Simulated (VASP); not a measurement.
# CsPbBr3 (Pm-3m) in VASP: further runs, part 2 of 2

VASP 6.6.1. Earlier steps stand in the parts before.

### Step 3. Relaxation of cell and atoms, PBEsol

This run uses another cell than the first one, of 42.10 Å³/atom.

Input file INCAR:

```
SYSTEM = CsPbBr3
ALGO     = Normal         ! electronic algorithm
EDIFF    = 1E-6           ! SCF threshold, eV
EDIFFG   = -0.005         ! ionic threshold
ENCUT    = 600            ! plane-wave cutoff, eV
GGA      = PS             ! functional
IBRION   = 2              ! ionic algorithm
ISIF     = 3              ! what is computed and relaxed
ISMEAR   = 0              ! smearing method
LASPH    = .TRUE.         ! aspherical terms in the spheres
LCHARG   = .FALSE.        ! write CHGCAR
LREAL    = .FALSE.        ! projectors in reciprocal space
LWAVE    = .FALSE.        ! write WAVECAR
NELM     = 100            ! most SCF steps
NSW      = 100            ! ionic steps
PREC     = Accurate       ! precision mode
SIGMA    = 0.02           ! smearing width, eV
```

Input file KPOINTS:

```
k-points
0
G
  6 6 6
  0 0 0
```

Input file POSCAR:

```
CsPbBr3
1.0
    5.9486308200      0.0000000000      0.0000000000
    0.0000000000      5.9486308200      0.0000000000
    0.0000000000      0.0000000000      5.9486308200
Cs Pb Br
1 1 3
Direct
    0.0000000000      0.0000000000      0.0000000000
    0.5000000000      0.5000000000      0.5000000000
    0.5000000000      0.5000000000      0.0000000000
    0.5000000000      0.0000000000      0.5000000000
    0.0000000000      0.5000000000      0.5000000000
```

Potentials or basis: VASP PAW PBE potentials, release 64 (Cs_sv, Pb_d, Br).

Started as:

```sh
cat potpaw_PBE.64/Cs_sv/POTCAR potpaw_PBE.64/Pb_d/POTCAR potpaw_PBE.64/Br/POTCAR > POTCAR
mpirun -np 1 vasp_std > vasp.out
```

OUTCAR:

```text
SYSTEM = CsPbBr3
   EDIFF = 1E-6
   EDIFFG = -0.005
   ENCUT = 600
   GGA = PS
   IBRION = 2
   ISIF = 3
   ISMEAR = 0
   LASPH = .TRUE.
   LREAL = .FALSE.
   NELM = 100
   NSW = 100
   PREC = Accurate

 ion  position               nearest neighbor table
   1  0.000  0.000  0.000-
   2  0.500  0.500  0.500-   3 2.97   4 2.97   5 2.97   3 2.97   4 2.97   5 2.97
   3  0.500  0.500  0.000-   2 2.97   2 2.97
   4  0.500  0.000  0.500-   2 2.97   2 2.97
   5  0.000  0.500  0.500-   2 2.97   2 2.97

  LATTYP: Found a simple cubic cell.
 ALAT       =     5.9486308200

  Lattice vectors:

 A1 = (   5.9486308200,   0.0000000000,   0.0000000000)
 A2 = (   0.0000000000,   5.9486308200,   0.0000000000)
 A3 = (   0.0000000000,   0.0000000000,   5.9486308200)

Analysis of symmetry for initial positions (statically):
=====================================================================
 Subroutine PRICEL returns:
 Original cell was already a primitive cell.

 Routine SETGRP: Setting up the symmetry group for a
 simple cubic supercell.

[... 153 lines left out ...]
  energy-cutoff  :      600.00
  volume of cell :      210.50
 maximum number of plane-waves:      7088
 NGX is ok and might be reduce to    48
   NGX = 23   NGY = 23   NGZ = 23

--------------------------------------- Ionic step        1  -------------------------------------------

 number of electron      43.9999990 magnetization

 Free energy of the ion-electron system (eV)
  ---------------------------------------------------
  ext. energy  EPLUGINS =         0.00000000
  ---------------------------------------------------
  free energy    TOTEN  =       -16.78926337 eV

  energy without entropy =      -16.78926337  energy(sigma->0) =      -16.78926337

------------------------ aborting loop because EDIFF is reached ----------------------------------------

  FORCE on cell =-STRESS in cart. coord.  units (eV):
  Direction    XX          YY          ZZ          XY          YZ          ZX
  --------------------------------------------------------------------------------------
  -------------------------------------------------------------------------------------
  Total       -0.9917294     -0.9917294     -0.9917294      0.0000000     -0.0000000     -0.0000000
  in kB       -7.5483619     -7.5483619     -7.5483619      0.0000000     -0.0000000     -0.0000000
  external PRESSURE =      -7.5483619 kB  Pullay stress =       0.0000000 kB
[... 65 lines left out ...]
--------------------------------------- Ionic step        3  -------------------------------------------

 number of electron      43.9999999 magnetization

 Free energy of the ion-electron system (eV)
  ---------------------------------------------------
  ext. energy  EPLUGINS =         0.00000000
  ---------------------------------------------------
  free energy    TOTEN  =       -16.80852717 eV

  energy without entropy =      -16.80852717  energy(sigma->0) =      -16.80852717

 E-fermi :   1.2971     XC(G=0):  -7.8070

 val. band max:        1.1778249371   @ k =   0.5000   0.5000   0.5000
 cond. band min:       2.6151921477   @ k =   0.5000   0.5000   0.5000
 fundamental gap:      1.4373672106
 Fermi energy:         1.2970892483

 k-point     1 :       0.0000    0.0000    0.0000
  band No.  band energies     occupation
      1     -20.2652      2.00000
      2     -15.6357      2.00000
      3     -15.6357      2.00000
      4     -15.4661      2.00000
      5     -15.4661      2.00000
      6     -15.4661      2.00000
[... 601 lines left out ...]
  FREE ENERGIE OF THE ION-ELECTRON SYSTEM (eV)
  ---------------------------------------------------
  free  energy   TOTEN  =       -16.8085271738 eV

  energy  without entropy=      -16.8085271738  energy(sigma->0) =      -16.80852717

 reached required accuracy - stopping structural energy minimisation
```

It took 2.6 min on 1 thread of Intel Xeon Platinum 8488C (Sapphire Rapids), shared host; peak memory 0.43 GiB.

What came out:

```yaml
Free_energy: -16.8085 eV
Relaxed_volume: 40.55 Å³/atom
Relaxed_cell: a = 5.875 Å, b = 5.875 Å, c = 5.875 Å, α = 90.00°, β = 90.00°, γ = 90.00°
Space_group_after_relaxing_to_0.1_Å: Pm-3m (No. 221)
Energy_gained_by_relaxing: 3.9 meV/atom
Ionic_steps: 3
Pressure_after_relaxing: 0.0 GPa
Band_gap_on_the_k_mesh: 1.44 eV
```

Step by step:
| step | energy change (eV) | largest force (eV/Å) | pressure (GPa) | volume (Å³) |
| --- | --- | --- | --- | --- |
| 1 | 0.0000 | 0.0000 | -0.75 | 210.50 |
| 2 | -0.0181 | 0.0000 | -0.19 | 204.51 |
| 3 | -0.0193 | 0.0000 | -0.02 | 202.75 |

Final structure:
```
CELL_PARAMETERS angstrom
5.87475 0.00000 0.00000
0.00000 5.87475 0.00000
0.00000 0.00000 5.87475
ATOMIC_POSITIONS crystal
Cs 0.00000 0.00000 0.00000
Pb 0.50000 0.50000 0.50000
Br 0.50000 0.50000 0.00000
Br 0.50000 0.00000 0.50000
Br 0.00000 0.50000 0.50000
```

Caveat: the PAW data sets were made with another functional, which shifts forces and pressure a little; spin-orbit coupling is left out, which moves the levels of the heavy elements.
